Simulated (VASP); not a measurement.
Set up this calculation in VASP 6.6.1, as the native input.

- Task: single point
- Functional: r2SCAN
- Potentials or basis: VASP PAW PBE potentials, release 64 (In_d, O)
- Cutoff: 520 eV
- k mesh: 6 × 6 × 6
- Occupations: fermi-dirac, width 0.05 eV
- Spin: no spin polarisation
- Dipole correction: no
- Further INCAR settings: ALGO = Normal; EDIFF = 1e-06; NBANDS = 55

The system is In2O3.

```
In O
1.0
     2.74350    1.58396    4.83667
    -2.74350    1.58396    4.83667
     0.00000   -3.16792    4.83667
In O
4 6
Cartesian
  0.0000 0.0000 12.4396
  0.0000 0.0000 9.3254
  0.0000 0.0000 2.0704
  0.0000 0.0000 5.1846
  -1.9259 -0.1679 6.0458
  0.8176 1.7519 6.0458
  1.1084 -1.5840 6.0458
  1.9259 0.1679 8.4642
  -0.8176 -1.7519 8.4642
  -1.1084 1.5840 8.4642
```

These files were run (other wordings do the same):

POSCAR

```
In2O3
1.0
    2.7435000000      1.5839604635      4.8366666667
   -2.7435000000      1.5839604635      4.8366666667
    0.0000000000     -3.1679209270      4.8366666667
In O
4 6
Direct
    0.8573100000      0.8573100000      0.8573100000
    0.6426900000      0.6426900000      0.6426900000
    0.1426900000      0.1426900000      0.1426900000
    0.3573100000      0.3573100000      0.3573100000
    0.0480000000      0.7500000000      0.4520000000
    0.7500000000      0.4520000000      0.0480000000
    0.4520000000      0.0480000000      0.7500000000
    0.9520000000      0.2500000000      0.5480000000
    0.2500000000      0.5480000000      0.9520000000
    0.5480000000      0.9520000000      0.2500000000
```

INCAR.step1

```
PREC = Accurate
ENCUT = 520
ISMEAR = -1
SIGMA = 0.05
LREAL = F
LASPH = T
NELM = 100
NBANDS = 55
GGA = PE
ALGO = Normal
EDIFF = 1E-4
LWAVE = T
LCHARG = F
```

INCAR.step2

```
PREC = Accurate
ENCUT = 520
EDIFF = 1E-6
ISMEAR = -1
SIGMA = 0.05
LREAL = F
LASPH = T
NELM = 100
ALGO = Normal
ISIF = 2
LWAVE = F
LCHARG = F
METAGGA = R2SCAN
LMIXTAU = T
NBANDS = 55
ISTART = 1
```

KPOINTS

```
Automatic mesh
0
Gamma
  6 6 6
```

Potentials or basis: VASP PAW PBE potentials, release 64 (In_d, O).

The run is started by

```bash
$ cat potpaw_PBE.64/In_d/POTCAR potpaw_PBE.64/O/POTCAR > POTCAR
$ cp INCAR.step1 INCAR
$ mpirun -np 1 vasp_std > vasp.out
$ cp INCAR.step2 INCAR
$ mpirun -np 1 vasp_std > vasp.out
```

It gave:

```json
{"Pressure": "3.2 GPa", "Largest force": "0.128 eV/Å", "Band gap on the k mesh": "1.90 eV, indirect (least direct gap 1.92 eV)"}
```

Caveat: the PAW data sets were made with another functional, which shifts forces and pressure a little; spin-orbit coupling is left out, which moves the levels of the heavy elements.

Wall time 22 min on 1 thread of Intel Xeon 6975P-C (shared host), peak memory 0.46 GiB.
